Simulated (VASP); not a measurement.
# Tb4WO (P4/mmm) in VASP: notebook

Runs on Tb4WO. Level: PBE. Tasks: relaxation of cell and atoms.

All numbers are computed with VASP 6.6.1; they aren't measurements. Logs are shortened: lines on timing, memory, paths and dates and some standing lists are left out, and cuts for length are marked.

**1. The cell of the first run**

It takes space group P4/mmm (No. 123, tetragonal). Conventional cell: a = 5.277 Å, b = 5.277 Å, c = 4.763 Å, α = 90.00°, β = 90.00°, γ = 90.00°. Tb (site symmetry 4/mmm) has 2 W at 2.38 Å within 3.1 Å. Within 3.8 Å of Tb (site symmetry mmm) lie 10 Tb at 2.64 to 3.73 Å and 2 W at 2.64 Å and 4 O at 3.55 Å. Tb (site symmetry 4/mmm) has 2 O at 2.38 Å and 4 Tb at 2.64 Å within 3.1 Å. W (site symmetry 4/mmm) has 6 Tb at 2.38 to 2.64 Å within 3.1 Å. Within 3.1 Å of O (site symmetry 4/mmm) lie 2 Tb at 2.38 Å.

The cell was generated, and may not be a known phase.

**2. Relaxation of cell and atoms, PBE**

INCAR

```
SYSTEM = Tb4WO
  ALGO = Normal
  EDIFF = 1E-7
  EDIFFG = -0.08
  ENCUT = 600
  GGA = PE
  GGA_COMPAT = .FALSE.
  IBRION = 2
  ISIF = 3
  ISMEAR = 0
  LASPH = .TRUE.
  LCHARG = .FALSE.
  LMAXMIX = 6
  LREAL = .FALSE.
  LWAVE = .FALSE.
  NELM = 200
  NELMIN = 4
  NSW = 36
  PREC = Accurate
  SIGMA = 0.2
```

KPOINTS

```
k-points
0
G
  3 3 4
  0 0 0
```

POSCAR

```
Tb4WO
1.0
    5.2774478000      0.0000000000      0.0000000000
    0.0000000000      5.2774478000      0.0000000000
    0.0000000000      0.0000000000      4.7630921800
Tb W O
4 1 1
Direct
    0.0000000000      0.0000000000      0.5000000000
    0.0000000000      0.5000000000      0.0000000000
    0.5000000000      0.0000000000      0.0000000000
    0.5000000000      0.5000000000      0.0000000000
    0.0000000000      0.0000000000      0.0000000000
    0.5000000000      0.5000000000      0.5000000000
```

Potentials or basis: VASP PAW PBE potentials, release 64 (Tb_3, W_sv, O), 4f in core.

Launch:

```sh
cat potpaw_PBE.64/Tb_3/POTCAR potpaw_PBE.64/W_sv/POTCAR potpaw_PBE.64/O/POTCAR > POTCAR
mpirun -np 1 vasp_std > vasp.out
```

OUTCAR:

```text
SYSTEM = Tb4WO
   EDIFF = 1E-7
   EDIFFG = -0.08
   ENCUT = 600
   GGA = PE
   IBRION = 2
   ISIF = 3
   ISMEAR = 0
   LASPH = .TRUE.
   LREAL = .FALSE.
   NELM = 200
   NELMIN = 4
   NSW = 36
   PREC = Accurate

 ion  position               nearest neighbor table
   1  0.000  0.000  0.500-   5 2.38   5 2.38   2 3.55   2 3.55   3 3.55   3 3.55   2 3.55   2 3.55
                             3 3.55   3 3.55
   2  0.000  0.500  0.000-   4 2.64   5 2.64   5 2.64   4 2.64   1 3.55   1 3.55   1 3.55   1 3.55
                             3 3.73   3 3.73   3 3.73   3 3.73
   3  0.500  0.000  0.000-   4 2.64   5 2.64   4 2.64   5 2.64   1 3.55   1 3.55   1 3.55   1 3.55
                             2 3.73   2 3.73   2 3.73   2 3.73
   4  0.500  0.500  0.000-   6 2.38   6 2.38   2 2.64   3 2.64   3 2.64   2 2.64
   5  0.000  0.000  0.000-   1 2.38   1 2.38   3 2.64   2 2.64   2 2.64   3 2.64
   6  0.500  0.500  0.500-   4 2.38   4 2.38

  LATTYP: Found a simple tetragonal cell.
 ALAT       =     5.2774478000
 C/A-ratio  =     0.9025370521

  Lattice vectors:

 A1 = (   5.2774478000,   0.0000000000,   0.0000000000)
 A2 = (   0.0000000000,   5.2774478000,   0.0000000000)
 A3 = (   0.0000000000,   0.0000000000,   4.7630921800)

Analysis of symmetry for initial positions (statically):
=====================================================================
 Subroutine PRICEL returns:
 Original cell was already a primitive cell.

 Routine SETGRP: Setting up the symmetry group for a
 simple tetragonal supercell.

 Subroutine GETGRP returns: Found 16 space group operations
 (whereof 16 operations were pure point group operations)
 out of a pool of 16 trial point group operations.

The static configuration has the point symmetry D_4h.

Analysis of symmetry for dynamics (positions and initial velocities):
=====================================================================
 Subroutine PRICEL returns:
 Original cell was already a primitive cell.

 Routine SETGRP: Setting up the symmetry group for a
 simple tetragonal supercell.

 Subroutine GETGRP returns: Found 16 space group operations
 (whereof 16 operations were pure point group operations)
 out of a pool of 16 trial point group operations.

The dynamic configuration has the point symmetry D_4h.

 Subroutine INISYM returns: Found 16 space group operations
 (whereof 16 operations are pure point group operations),
 and found     1 'primitive' translations

----------------------------------------------------------------------------------------

                                     Primitive cell

  volume of cell :     132.6590

  direct lattice vectors                    reciprocal lattice vectors
[... 67 lines left out ...]
   NGX,Y,Z   is equivalent  to a cutoff of  13.23, 13.23, 13.96 a.u.
   NGXF,Y,Z  is equivalent  to a cutoff of  26.46, 26.46, 27.92 a.u.
 SYSTEM =  Tb4WO
   PREC   = accura    normal or accurate (medium, high low for compatibility)
   ISTART =      0    job   : 0-new  1-cont  2-samecut
   ICHARG =      2    charge: 1-file 2-atom 10-const
   ISPIN  =      1    spin polarized calculation?
   LNONCOLLINEAR =      F non collinear calculations
   LSORBIT =      F    spin-orbit coupling
   LASPH  =      T    aspherical Exc in radial PAW
   ENCUT  =  600.0 eV  44.10 Ry    6.64 a.u.  10.54 10.54  9.51*2*pi/ulx,y,z
   NELM   =    200;   NELMIN=  4; NELMDL= -5     # of ELM steps
   EDIFF  = 0.1E-06   stopping-criterion for ELM
   LREAL  =      F    real-space projection
   EDIFFG = -.8E-01   stopping-criterion for IOM
   NSW    =     36    number of steps for IOM
   IBRION =      2    ionic relax: 0-MD 1-quasi-New 2-CG
   NFREE  =      1    steps in history (QN), initial steepest desc. (CG)
   ISIF   =      3    stress and relaxation
   ISYM   =      2    0-nonsym 1-usesym 2-fastsym
   POTIM  = 0.5000    time-step for ionic-motion
   TEBEG  =    0.0;   TEEND  =   0.0 temperature during run
   PSTRESS=    0.0 pullay stress
   NELECT =      56.0000    total number of electrons
   NUPDOWN=      -1.0000    fix difference up-down
   EMIN   =  10.00;   EMAX   =-10.00  energy-range for DOS
   EFERMI =   0.00;   METHOD = LEGACY
   ISMEAR =     0;   SIGMA  =   0.20  broadening in eV -4-tet -1-fermi 0-gaus
   EFERMI_NEDOS =   21; number of points for ismear=-14 and -15
   IALGO  =     38    algorithm
   IMIX   =      4    mixing-type and parameters
     AMIX     =   0.40;   BMIX     =  1.00
     AMIX_MAG =   1.60;   BMIX_MAG =  1.00
  volume/ion in A,a.u.               =      22.11       149.20
  Fermi-wavevector in a.u.,A,eV,Ry     =   1.228076  2.320727 20.519905  1.508170
  Thomas-Fermi vector in A             =   2.363015
   LORBIT       =      0    0 simple, 1 ext, 2 COOP (PROOUT), +10 PAW based schemes
   GGA     = PE    functional components
   LHFCALC =     F    Hartree Fock is set to
   AEXX    =    0.0000 exact exchange contribution
   IVDW    =     0    specifies the selected vdW correction
   LEPSILON=     F    determine dielectric tensor
   LRPA    =     F    only Hartree local field effects (RPA)
 conjugate gradient relaxation of ions
 non-spin polarized calculation
 Gauss-broadening in eV      SIGMA  =   0.20
  energy-cutoff  :      600.00
  volume of cell :      132.66
 maximum number of plane-waves:      4471
 NGX is ok and might be reduce to    42
   NGX = 21   NGY = 21   NGZ = 19

--------------------------------------- Ionic step        1  -------------------------------------------

 number of electron      55.9999993 magnetization

 Free energy of the ion-electron system (eV)
  ---------------------------------------------------
  ext. energy  EPLUGINS =         0.00000000
  ---------------------------------------------------
  free energy    TOTEN  =       -29.69012697 eV

  energy without entropy =      -29.59672765  energy(sigma->0) =      -29.64342731

 E-fermi :   4.5640     XC(G=0): -10.6272

 val. band max:        4.5293272019   @ k =   0.0000   0.0000   0.0000
 cond. band min:       4.5965515280   @ k =   0.3333   0.0000   0.2500
 fundamental gap:      0.0672243261
 Fermi energy:         4.5640378305

 k-point     1 :       0.0000    0.0000    0.0000
  band No.  band energies     occupation
      1     -68.0819      2.00000
      2     -32.9547      2.00000
      3     -32.6178      2.00000
      4     -32.6178      2.00000
      5     -20.0134      2.00000
      6     -20.0134      2.00000
[... 512 lines left out ...]
--------------------------------------- Ionic step        6  -------------------------------------------

 number of electron      56.0000003 magnetization

 Free energy of the ion-electron system (eV)
  ---------------------------------------------------
  ext. energy  EPLUGINS =         0.00000000
  ---------------------------------------------------
  free energy    TOTEN  =       -33.04418552 eV

  energy without entropy =      -32.88376616  energy(sigma->0) =      -32.96397584

 E-fermi :   2.6572     XC(G=0):  -9.2637

 val. band max:        2.6569494566   @ k =   0.3333   0.3333   0.0000
 cond. band min:       2.7058376933   @ k =   0.3333   0.3333   0.5000
 fundamental gap:      0.0488882367
 Fermi energy:         2.6571560535

 k-point     1 :       0.0000    0.0000    0.0000
  band No.  band energies     occupation
      1     -70.2149      2.00000
      2     -34.7639      2.00000
      3     -34.5377      2.00000
      4     -34.5377      2.00000
      5     -21.0763      2.00000
      6     -21.0763      2.00000
[... 346 lines left out ...]
  FREE ENERGIE OF THE ION-ELECTRON SYSTEM (eV)
  ---------------------------------------------------
  free  energy   TOTEN  =       -33.0441855179 eV

  energy  without entropy=      -32.8837661646  energy(sigma->0) =      -32.96397584

 reached required accuracy - stopping structural energy minimisation
```

OSZICAR:

```text
N       E                     dE             d eps       ncg     rms          rms(c)
DAV:   1     0.444658590769E+03    0.44466E+03   -0.29786E+04   594   0.182E+03
DAV:   2     0.185149165229E+02   -0.42614E+03   -0.42133E+03   594   0.521E+02
DAV:   3    -0.305551773484E+02   -0.49070E+02   -0.48201E+02   820   0.107E+02
[... 85 lines left out ...]
DAV:   6    -0.330441949045E+02    0.38866E-03   -0.26076E-03   776   0.175E-01    0.927E-02
DAV:   7    -0.330441877886E+02    0.71159E-05   -0.16476E-04   682   0.625E-02    0.296E-02
DAV:   8    -0.330441859288E+02    0.18599E-05   -0.36380E-05   753   0.237E-02    0.975E-03
DAV:   9    -0.330441854482E+02    0.48056E-06   -0.52981E-06   733   0.102E-02    0.249E-03
DAV:  10    -0.330441855179E+02   -0.69668E-07   -0.37787E-07   545   0.287E-03
   6 F= -.33044186E+02 E0= -.32963976E+02  d E =-.199869E+00
```

CONTCAR:

```text
Tb4WO
   1.00000000000000
     6.0806077185030230    0.0000000000000000    0.0000000000000000
    -0.0000000000000000    6.0806077185030238    0.0000000000000000
    -0.0000000000000000    0.0000000000000000    4.9060578227500296
  Tb              W               O
     4     1     1
Direct
     0.0000000000000000    0.0000000000000000    0.5000000000000000
     0.0000000000000000    0.5000000000000000    0.0000000000000000
     0.5000000000000000    0.0000000000000000    0.0000000000000000
     0.5000000000000000    0.5000000000000000    0.0000000000000000
     0.0000000000000000    0.0000000000000000    0.0000000000000000
     0.5000000000000000    0.5000000000000000    0.5000000000000000

  0.00000000E+00  0.00000000E+00  0.00000000E+00
  0.00000000E+00  0.00000000E+00  0.00000000E+00
  0.00000000E+00  0.00000000E+00  0.00000000E+00
  0.00000000E+00  0.00000000E+00  0.00000000E+00
  0.00000000E+00  0.00000000E+00  0.00000000E+00
  0.00000000E+00  0.00000000E+00  0.00000000E+00
```

Run time: 2.7 min. Hardware: 1 thread of Intel Xeon 6975P-C (Granite Rapids), shared host; peak memory 0.29 GiB.

What came out:

- Free energy: -33.0442 eV
- Relaxed volume: 30.23 Å³/atom
- Relaxed cell: a = 6.081 Å, b = 6.081 Å, c = 4.906 Å, α = 90.00°, β = 90.00°, γ = 90.00°
- Space group after relaxing (to 0.1 Å): P4/mmm (No. 123)
- Energy gained by relaxing: 559.0 meV/atom
- Ionic steps: 6
- Pressure after relaxing: 0.3 GPa
- Band gap on the k mesh: zero (bands 28 and 29 overlap by 0.51 eV)

Step by step:
| step | energy change (eV) | largest force (eV/Å) | pressure (GPa) | volume (Å³) |
| --- | --- | --- | --- | --- |
| 1 | 0.0000 | 0.0000 | 25.79 | 132.66 |
| 2 | -2.5322 | 0.0000 | -6.24 | 213.00 |
| 3 | -3.1531 | 0.0000 | -0.49 | 180.28 |
| 4 | -3.1542 | 0.0000 | -0.95 | 182.11 |
| 5 | -3.3470 | 0.0000 | 0.66 | 181.23 |
| 6 | -3.3541 | 0.0000 | 0.32 | 181.40 |

Final structure:
```
Tb W O
1.0
     6.08061    0.00000    0.00000
     0.00000    6.08061    0.00000
     0.00000    0.00000    4.90606
Tb W O
4 1 1
Direct
  0.00000 0.00000 0.50000
  0.00000 0.50000 0.00000
  0.50000 0.00000 0.00000
  0.50000 0.50000 0.00000
  0.00000 0.00000 0.00000
  0.50000 0.50000 0.50000
```

Caveat: the k points lie up to 0.34 Å⁻¹ apart in the final cell, too coarse for converged energies and pressures of a metal; the volume moved by over 15 % at a fixed basis, so the end points are rough; spin-orbit coupling is left out, which moves the levels of the heavy elements; the 4f electrons are frozen in the core, so they carry no moment and show no levels; the run has no spin polarisation, though such a crystal can be magnetic.

**3. Relaxation of cell and atoms, PBE**

This run uses another cell than the first one, of 23.26 Å³/atom.

INCAR

```
  PREC = Accurate
  ENCUT = 600
  EDIFF = 1E-7
  ISMEAR = 0
  SIGMA = 0.2
  LREAL = F
  LASPH = T
  NELM = 200
  ALGO = Normal
  ISIF = 3
  LWAVE = F
  LCHARG = F
  GGA = PE
  IBRION = 2
  NSW = 36
  EDIFFG = -0.08
  GGA_COMPAT = F
  NELMIN = 4
  LMAXMIX = 6
```

KPOINTS

```
Automatic mesh
0
Gamma
  3 3 4
```

POSCAR

```
Tb4WO
1.0
    5.3654723700      0.0000000000      0.0000000000
    0.0000000000      5.3654723700      0.0000000000
    0.0000000000      0.0000000000      4.8470142700
Tb W O
4 1 1
Direct
    0.3017787200      0.0000000000      0.5000000000
    0.6982212800      0.0000000000      0.5000000000
    0.0000000000      0.3017787200      0.5000000000
    0.0000000000      0.6982212800      0.5000000000
    0.5000000000      0.5000000000      0.5000000000
    0.5000000000      0.5000000000      0.0000000000
```

Potentials or basis: VASP PAW PBE potentials, release 64 (Tb_3, W_sv, O), 4f in core.

Launch:

```sh
cat potpaw_PBE.64/Tb_3/POTCAR potpaw_PBE.64/W_sv/POTCAR potpaw_PBE.64/O/POTCAR > POTCAR
mpirun -np 1 vasp_std > vasp.out
```

OUTCAR:

```text
PREC = Accurate
   ENCUT = 600
   EDIFF = 1E-7
   ISMEAR = 0
   LREAL = F
   LASPH = T
   NELM = 200
   ISIF = 3
   GGA = PE
   IBRION = 2
   NSW = 36
   EDIFFG = -0.08
   NELMIN = 4

 ion  position               nearest neighbor table
   1  0.302  0.000  0.500-   2 2.13   3 2.29   4 2.29   5 2.89   5 2.89   2 3.24
   2  0.698  0.000  0.500-   1 2.13   3 2.29   4 2.29   5 2.89   5 2.89   1 3.24
   3  0.000  0.302  0.500-   4 2.13   2 2.29   1 2.29   5 2.89   5 2.89   4 3.24
   4  0.000  0.698  0.500-   3 2.13   2 2.29   1 2.29   5 2.89   5 2.89   3 3.24
   5  0.500  0.500  0.500-   6 2.42   6 2.42   3 2.89   4 2.89   1 2.89   2 2.89   1 2.89   2 2.89
                             3 2.89   4 2.89
   6  0.500  0.500  0.000-   5 2.42   5 2.42

  LATTYP: Found a simple tetragonal cell.
 ALAT       =     5.3654723700
 C/A-ratio  =     0.9033713969

  Lattice vectors:

[... 619 lines left out ...]
  energy  without entropy=      -26.7015385953  energy(sigma->0) =      -26.79752897

[... ionic steps 4 to 9 ...]

--------------------------------------- Ionic step       10  -------------------------------------------

 number of electron      56.0000011 magnetization

------------------------ aborting loop because EDIFF is reached ----------------------------------------
[... 75 lines left out ...]
--------------------------------------- Ionic step       12  -------------------------------------------

 number of electron      56.0000008 magnetization

 Free energy of the ion-electron system (eV)
  ---------------------------------------------------
  ext. energy  EPLUGINS =         0.00000000
  ---------------------------------------------------
  free energy    TOTEN  =       -31.03789635 eV

  energy without entropy =      -30.74422489  energy(sigma->0) =      -30.89106062

 E-fermi :   2.8939     XC(G=0):  -9.5060

 val. band max:        2.8921842368   @ k =   0.3333   0.3333   0.0000
 cond. band min:       2.9085357049   @ k =   0.3333   0.0000   0.0000
 fundamental gap:      0.0163514680
 Fermi energy:         2.8939180528

 k-point     1 :       0.0000    0.0000    0.0000
  band No.  band energies     occupation
      1     -71.6760      2.00000
      2     -36.3960      2.00000
      3     -35.6313      2.00000
      4     -35.6313      2.00000
      5     -21.1080      2.00000
      6     -20.3188      2.00000
[... 346 lines left out ...]
  FREE ENERGIE OF THE ION-ELECTRON SYSTEM (eV)
  ---------------------------------------------------
  free  energy   TOTEN  =       -31.0378963536 eV

  energy  without entropy=      -30.7442248864  energy(sigma->0) =      -30.89106062

 reached required accuracy - stopping structural energy minimisation
```

Wall time 9.1 min (1 thread of Intel Xeon 6975P-C (Granite Rapids), shared host); peak memory 0.34 GiB.

Results:

| Property | Result |
| --- | --- |
| Free energy | -31.0379 eV |
| Relaxed volume | 29.54 Å³/atom |
| Relaxed cell | a = 6.922 Å, b = 6.922 Å, c = 3.700 Å, α = 90.00°, β = 90.00°, γ = 90.00° |
| Space group after relaxing (to 0.1 Å) | P4/mmm (No. 123) |
| Energy gained by relaxing | 2647.5 meV/atom |
| Ionic steps | 12 |
| Pressure after relaxing | 0.2 GPa |
| Largest force after relaxing | 0.040 eV/Å |
| Band gap on the k mesh | zero (bands 28 and 29 overlap by 0.18 eV) |

Forces on the atoms (eV/Å):
```
Tb   0.040  0.000  0.000
Tb  -0.040  0.000  0.000
Tb   0.000  0.040  0.000
Tb   0.000 -0.040  0.000
W    0.000  0.000  0.000
O    0.000  0.000  0.000
```

The path:
```tsv
step	energy change (eV)	largest force (eV/Å)	pressure (GPa)	volume (Å³)
1	0.0000	4.3532	44.53	139.54
2	-10.8729	1.0275	-9.26	283.69
3	-11.7408	2.3330	-5.89	207.65
4	-11.8170	2.1253	-7.49	220.94
5	-11.8369	2.2093	-6.97	215.96
6	-15.6184	0.8548	0.55	183.91
7	-15.6493	0.9302	-0.68	185.81
8	-15.8091	0.5739	-0.76	182.57
9	-15.8728	0.0444	-0.56	178.41
10	-15.8744	0.1286	-0.61	179.02
11	-15.8682	0.0728	1.30	175.13
12	-15.8852	0.0397	0.22	177.27
```

Final structure:
```yaml
crystal:
  lattice:
    - [6.92169, 0.00000, 0.00000]
    - [0.00000, 6.92169, 0.00000]
    - [0.00000, 0.00000, 3.70003]
  atoms:
    - { symbol: Tb, position: [0.29788, 0.00000, 0.50000] }
    - { symbol: Tb, position: [0.70212, 0.00000, 0.50000] }
    - { symbol: Tb, position: [0.00000, 0.29788, 0.50000] }
    - { symbol: Tb, position: [0.00000, 0.70212, 0.50000] }
    - { symbol: W, position: [0.50000, 0.50000, 0.50000] }
    - { symbol: O, position: [0.50000, 0.50000, 0.00000] }
```

Caveat: the k points lie up to 0.42 Å⁻¹ apart in the final cell; the volume moved by over 15 % at a fixed basis, so the end points are rough; spin-orbit coupling is left out, which moves the levels of the heavy elements; the 4f electrons are frozen in the core, so they carry no moment and show no levels; the run has no spin polarisation, though such a crystal can be magnetic; the relaxation stopped at a loose force limit of 0.08 eV/Å, so its end isn't a converged minimum. With open d or f shells a metallic result of PBE can be an artefact of self-interaction; +U or a hybrid may open a gap.

The gap in the log of VASP goes by the Fermi energy; the results here count the filled bands.